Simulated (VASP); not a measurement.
# Al (Fm-3m) in VASP: a series of runs

Runs on Al. Level: PBEsol. Tasks: single point, relaxation of cell and atoms.

All numbers are computed with VASP 6.6.1; they aren't measurements. Logs are shortened: lines on timing, memory, paths and dates and some standing lists are left out, and cuts for length are marked.

## Step 1: The cell of the first run

The structure is cubic, space group Fm-3m (No. 225). The conventional cell has a = 4.011 Å, b = 4.011 Å, c = 4.011 Å, α = 90.00°, β = 90.00°, γ = 90.00°. Al (site symmetry m-3m) has 12 Al at 2.84 Å within 3.7 Å.

## Step 2: Single point, PBEsol

File INCAR:

```
ALGO = Normal ; EDIFF = 1E-6
ENCUT = 520 ; GGA = PS
ISIF = 2 ; ISMEAR = -1
LASPH = T ; LCHARG = F
LREAL = F ; LWAVE = F
NBANDS = 8 ; NELM = 100
PREC = Accurate ; SIGMA = 0.1
```

File KPOINTS:

```
k-points
0
Gamma
  7 7 7
```

File POSCAR:

```
Al
1.0
    0.0000000000      2.0054679924      2.0054679924
    2.0054679924      0.0000000000      2.0054679924
    2.0054679924      2.0054679924      0.0000000000
Al
1
Direct
    0.0000000000      0.0000000000      0.0000000000
```

Potentials or basis: VASP PAW PBE potentials, release 64 (Al).

Run with:

```console
> cat potpaw_PBE.64/Al/POTCAR > POTCAR
> mpirun -np 1 vasp_std > vasp.out
```

OUTCAR:

```text
EDIFF = 1E-6
   ENCUT = 520
   GGA = PS
   ISIF = 2
   ISMEAR = -1
   LASPH = T
   LREAL = F
   NELM = 100
   PREC = Accurate

 ion  position               nearest neighbor table
   1  0.000  0.000  0.000-

  LATTYP: Found a face centered cubic cell.
 ALAT       =     4.0109359848

  Lattice vectors:

 A1 = (   0.0000000000,   2.0054679924,   2.0054679924)
 A2 = (   2.0054679924,   0.0000000000,   2.0054679924)
 A3 = (   2.0054679924,   2.0054679924,   0.0000000000)

Analysis of symmetry for initial positions (statically):
=====================================================================
 Subroutine PRICEL returns:
 Original cell was already a primitive cell.

 Routine SETGRP: Setting up the symmetry group for a
 face centered cubic supercell.

 Subroutine GETGRP returns: Found 48 space group operations
 (whereof 48 operations were pure point group operations)
 out of a pool of 48 trial point group operations.

The static configuration has the point symmetry O_h .

Analysis of symmetry for dynamics (positions and initial velocities):
=====================================================================
 Subroutine PRICEL returns:
 Original cell was already a primitive cell.

 Routine SETGRP: Setting up the symmetry group for a
 face centered cubic supercell.

 Subroutine GETGRP returns: Found 48 space group operations
 (whereof 48 operations were pure point group operations)
 out of a pool of 48 trial point group operations.

The dynamic configuration has the point symmetry O_h .

 Subroutine INISYM returns: Found 48 space group operations
 (whereof 48 operations are pure point group operations),
 and found     1 'primitive' translations

----------------------------------------------------------------------------------------

                                     Primitive cell

  volume of cell :      16.1316

  direct lattice vectors                    reciprocal lattice vectors
     0.000000000  2.005467992  2.005467992    -0.249318365  0.249318365  0.249318365
     2.005467992  0.000000000  2.005467992     0.249318365 -0.249318365  0.249318365
     2.005467992  2.005467992  0.000000000     0.249318365  0.249318365 -0.249318365

  length of vectors
     2.836160034  2.836160034  2.836160034     0.431832075  0.431832075  0.431832075

  position of ions in fractional coordinates (direct lattice)
     0.000000000  0.000000000  0.000000000

  ion indices of the primitive-cell ions
   primitive index   ion index
                 1           1

----------------------------------------------------------------------------------------

 KPOINTS: k-points

Automatic generation of k-mesh.
 Grid dimensions read from file:
 generate k-points for:    7    7    7

 Generating k-lattice:

  Cartesian coordinates                     Fractional coordinates (reciprocal lattice)
    -0.035616909  0.035616909  0.035616909     0.142857143  0.000000000  0.000000000
     0.035616909 -0.035616909  0.035616909     0.000000000  0.142857143  0.000000000
     0.035616909  0.035616909 -0.035616909     0.000000000  0.000000000  0.142857143

  Length of vectors
     0.061690296  0.061690296  0.061690296

  Shift w.r.t. Gamma in fractional coordinates (k-lattice)
     0.000000000  0.000000000  0.000000000

 Subroutine IBZKPT returns following result:
 ===========================================

 Found     20 irreducible k-points:

 Following reciprocal coordinates:
            Coordinates               Weight
  0.000000  0.000000  0.000000      1.000000
  0.142857  0.000000  0.000000      8.000000
  0.285714  0.000000  0.000000      8.000000
  0.428571  0.000000  0.000000      8.000000
  0.142857  0.142857  0.000000      6.000000
  0.285714  0.142857  0.000000     24.000000
[... 12 lines left out ...]
 -0.428571  0.428571  0.142857     24.000000
 -0.285714  0.428571  0.142857     24.000000
   k-points           NKPTS =     20   k-points in BZ     NKDIM =     20   number of bands    NBANDS=      8
   number of dos      NEDOS =    301   number of ions     NIONS =      1
   total plane-waves  NPLWV =  13824
   dimension x,y,z NGX =    24 NGY =   24 NGZ =   24
   dimension x,y,z NGXF=    48 NGYF=   48 NGZF=   48
   ions per type =               1
   NGX,Y,Z   is equivalent  to a cutoff of  14.07, 14.07, 14.07 a.u.
   NGXF,Y,Z  is equivalent  to a cutoff of  28.14, 28.14, 28.14 a.u.
 SYSTEM =  unknown system
   PREC   = accura    normal or accurate (medium, high low for compatibility)
   ISTART =      0    job   : 0-new  1-cont  2-samecut
   ICHARG =      2    charge: 1-file 2-atom 10-const
   ISPIN  =      1    spin polarized calculation?
   LNONCOLLINEAR =      F non collinear calculations
   LSORBIT =      F    spin-orbit coupling
   LASPH  =      T    aspherical Exc in radial PAW
   ENCUT  =  520.0 eV  38.22 Ry    6.18 a.u.   5.27  5.27  5.27*2*pi/ulx,y,z
   NELM   =    100;   NELMIN=  2; NELMDL= -5     # of ELM steps
   EDIFF  = 0.1E-05   stopping-criterion for ELM
   LREAL  =      F    real-space projection
   EDIFFG = 0.1E-04   stopping-criterion for IOM
   NSW    =      0    number of steps for IOM
   IBRION =     -1    ionic relax: 0-MD 1-quasi-New 2-CG
   NFREE  =      0    steps in history (QN), initial steepest desc. (CG)
   ISIF   =      2    stress and relaxation
   ISYM   =      2    0-nonsym 1-usesym 2-fastsym
   POTIM  = 0.5000    time-step for ionic-motion
   TEBEG  =    0.0;   TEEND  =   0.0 temperature during run
   PSTRESS=    0.0 pullay stress
   NELECT =       3.0000    total number of electrons
   NUPDOWN=      -1.0000    fix difference up-down
   EMIN   =  10.00;   EMAX   =-10.00  energy-range for DOS
   EFERMI =   0.00;   METHOD = LEGACY
   ISMEAR =    -1;   SIGMA  =   0.10  broadening in eV -4-tet -1-fermi 0-gaus
   EFERMI_NEDOS =   21; number of points for ismear=-14 and -15
   IALGO  =     38    algorithm
   IMIX   =      4    mixing-type and parameters
     AMIX     =   0.40;   BMIX     =  1.00
     AMIX_MAG =   1.60;   BMIX_MAG =  1.00
  volume/ion in A,a.u.               =      16.13       108.86
  Fermi-wavevector in a.u.,A,eV,Ry     =   0.934450  1.765855 11.880570  0.873197
  Thomas-Fermi vector in A             =   2.061256
   LORBIT       =      0    0 simple, 1 ext, 2 COOP (PROOUT), +10 PAW based schemes
   GGA     = PS    functional components
   LHFCALC =     F    Hartree Fock is set to
   AEXX    =    0.0000 exact exchange contribution
   IVDW    =     0    specifies the selected vdW correction
   LEPSILON=     F    determine dielectric tensor
   LRPA    =     F    only Hartree local field effects (RPA)
 non-spin polarized calculation
  energy-cutoff  :      520.00
  volume of cell :       16.13
 maximum number of plane-waves:       448
 NGX is ok and might be reduce to    24
   NGX = 11   NGY = 11   NGZ = 11

 number of electron       3.0000000 magnetization

 Free energy of the ion-electron system (eV)
  ---------------------------------------------------
  ext. energy  EPLUGINS =         0.00000000
  ---------------------------------------------------
  free energy    TOTEN  =        -4.14575518 eV

  energy without entropy =       -4.13525386  energy(sigma->0) =       -4.14050452

 E-fermi :   8.2441     XC(G=0): -10.3387

 val. band max:        7.5763141660   @ k =   0.4286   0.1429   0.0000
 cond. band min:       8.3047542820   @ k =  -0.2857   0.2857   0.0000
 fundamental gap:      0.7284401161
 Fermi energy:         8.2440884264

 k-point     1 :       0.0000    0.0000    0.0000
  band No.  band energies     occupation
      1      -3.0987      2.00000
      2      20.9089      0.00000
      3      20.9089      0.00000
      4      20.9089      0.00000
      5      22.5722      0.00000
      6      22.5722      0.00000
      7      22.5722      0.00000
      8      24.8402      0.00000

 k-point     2 :       0.1429    0.0000    0.0000
  band No.  band energies     occupation
      1      -2.5366      2.00000
      2      15.8703      0.00000
      3      19.8568      0.00000
      4      19.8568      0.00000
      5      23.0727      0.00000
      6      24.3566      0.00000
      7      24.3566      0.00000
      8      25.7424      0.00000

 k-point     3 :       0.2857    0.0000    0.0000
  band No.  band energies     occupation
      1      -0.8641      2.00000
      2      10.3562      0.00000
      3      19.1434      0.00000
      4      19.1434      0.00000
      5      22.4995      0.00000
      6      22.4995      0.00000
      7      22.7023      0.00000
      8      26.5672      0.00000

 k-point     4 :       0.4286    0.0000    0.0000
  band No.  band energies     occupation
      1       1.8787      2.00000
      2       5.6525      2.00000
      3      19.3292      0.00000
      4      19.3292      0.00000
      5      20.4577      0.00000
      6      20.4577      0.00000
      7      23.0482      0.00000
      8      24.4013      0.00000

 k-point     5 :       0.1429    0.1429    0.0000
  band No.  band energies     occupation
      1      -2.3498      2.00000
      2      17.8327      0.00000
      3      17.8327      0.00000
      4      17.9746      0.00000
      5      21.1248      0.00000
      6      22.0419      0.00000
      7      26.7055      0.00000
      8      26.7055      0.00000
[... 133 lines left out ...]
 k-point    18 :      -0.4286    0.2857    0.1429
  band No.  band energies     occupation
      1       3.3130      2.00000
      2       7.0166      1.99999
      3      12.0935      0.00000
      4      13.4186      0.00000
      5      21.6457      0.00000
      6      22.9252      0.00000
      7      26.3793      0.00000
      8      30.2836      0.00000

 k-point    19 :      -0.4286    0.4286    0.1429
  band No.  band energies     occupation
      1       4.1785      2.00000
      2       9.2915      0.00006
      3       9.6826      0.00000
      4      11.3567      0.00000
      5      19.3680      0.00000
      6      21.4375      0.00000
      7      28.1636      0.00000
      8      32.0322      0.00000

 k-point    20 :      -0.2857    0.4286    0.1429
  band No.  band energies     occupation
      1       6.2725      2.00000
      2       6.9294      2.00000
      3       8.4319      0.26525
      4      11.5521      0.00000
      5      21.0496      0.00000
      6      25.5605      0.00000
      7      26.1514      0.00000
      8      27.8332      0.00000

------------------------ aborting loop because EDIFF is reached ----------------------------------------

  FORCE on cell =-STRESS in cart. coord.  units (eV):
  Direction    XX          YY          ZZ          XY          YZ          ZX
  --------------------------------------------------------------------------------------
  -------------------------------------------------------------------------------------
  Total        0.0044930      0.0044930      0.0044930     -0.0000000      0.0000000     -0.0000000
  in kB        0.4462376      0.4462376      0.4462376     -0.0000000      0.0000000     -0.0000000
  external PRESSURE =       0.4462376 kB  Pullay stress =       0.0000000 kB

 VOLUME and BASIS-vectors are now :
 -----------------------------------------------------------------------------
  energy-cutoff  :      520.00
  volume of cell :       16.13
      direct lattice vectors                 reciprocal lattice vectors
     0.000000000  2.005467992  2.005467992    -0.249318365  0.249318365  0.249318365
     2.005467992  0.000000000  2.005467992     0.249318365 -0.249318365  0.249318365
     2.005467992  2.005467992  0.000000000     0.249318365  0.249318365 -0.249318365

 POSITION                                       TOTAL-FORCE (eV/Angst)
 -----------------------------------------------------------------------------------
      0.00000      0.00000      0.00000         0.000000      0.000000      0.000000
 -----------------------------------------------------------------------------------
    total drift:                                0.000000     -0.000000     -0.000000

  FREE ENERGIE OF THE ION-ELECTRON SYSTEM (eV)
  ---------------------------------------------------
  free  energy   TOTEN  =        -4.1457551757 eV

  energy  without entropy=       -4.1352538605  energy(sigma->0) =       -4.14050452
```

Wall time 3.1 s (1 thread of Intel Xeon 8259CL, shared host); peak memory 0.13 GiB.

Results:

```
Free energy : -4.1458 eV
Pressure    : 0.0 GPa
```

Caveat: the k points lie up to 0.39 Å⁻¹ apart; the PAW data sets were made with another functional, which shifts forces and pressure a little.

## Step 3: Relaxation of cell and atoms, PBEsol

This run uses another cell than the first one, of 16.60 Å³/atom, 1.029 times its volume.

File INCAR:

```
SYSTEM = Al
PREC     = Accurate       ! precision mode
ENCUT    = 600            ! plane-wave cutoff, eV
EDIFF    = 1E-6           ! SCF threshold, eV
ISMEAR   = -1             ! smearing method
SIGMA    = 0.1            ! smearing width, eV
LREAL    = .FALSE.        ! projectors in reciprocal space
LASPH    = .TRUE.         ! aspherical terms in the spheres
NELM     = 80             ! most SCF steps
ALGO     = Normal         ! electronic algorithm
ISIF     = 3              ! what is computed and relaxed
LWAVE    = .FALSE.        ! write WAVECAR
LCHARG   = .FALSE.        ! write CHGCAR
GGA      = PS             ! functional
IBRION   = 2              ! ionic algorithm
NSW      = 80             ! ionic steps
EDIFFG   = -0.03          ! ionic threshold
```

File KPOINTS:

```
regular mesh
0
G
  7 7 7
  0 0 0
```

File POSCAR:

```
Al
1.0
    0.0000000000      2.0248050000      2.0248050000
    2.0248050000      0.0000000000      2.0248050000
    2.0248050000      2.0248050000      0.0000000000
Al
1
Direct
    0.0000000000      0.0000000000      0.0000000000
```

Potentials or basis: VASP PAW PBE potentials, release 64 (Al).

Run with:

```console
> cat potpaw_PBE.64/Al/POTCAR > POTCAR
> mpirun -np 1 vasp_std > vasp.out
```

Wall time 5.3 s (1 thread of Intel Xeon 8259CL, shared host); peak memory 0.13 GiB.

It converged, with:

* Free energy: -4.1459 eV
* Relaxed volume: 16.14 Å³/atom
* Relaxed cell: a = 2.837 Å, b = 2.837 Å, c = 2.837 Å, α = 60.00°, β = 60.00°, γ = 60.00°
* Space group after relaxing (to 0.05 Å): Fm-3m (No. 225)
* Energy gained by relaxing: 3.3 meV/atom
* Ionic steps: 3
* Pressure after relaxing: 0.0 GPa

The path:
| step | energy change (eV) | largest force (eV/Å) | pressure (GPa) | volume (Å³) |
| --- | --- | --- | --- | --- |
| 1 | 0.0000 | 0.0000 | -2.23 | 16.60 |
| 2 | -0.0032 | 0.0000 | 0.46 | 16.05 |
| 3 | -0.0033 | 0.0000 | 0.00 | 16.14 |

Final structure:
```
Al
1.0
     0.00000    2.00581    2.00581
     2.00581    0.00000    2.00581
     2.00581    2.00581    0.00000
Al
1
Direct
  0.00000 0.00000 0.00000
```

Levels at points of the mesh, in eV from the Fermi level:
```
           k point  band 1  band 2  band 3  band 4  band 5
(0.00, 0.00, 0.00)  -11.34   12.66   12.66   12.66   14.32
```

Caveat: the k points lie up to 0.39 Å⁻¹ apart in the final cell; the PAW data sets were made with another functional, which shifts forces and pressure a little.
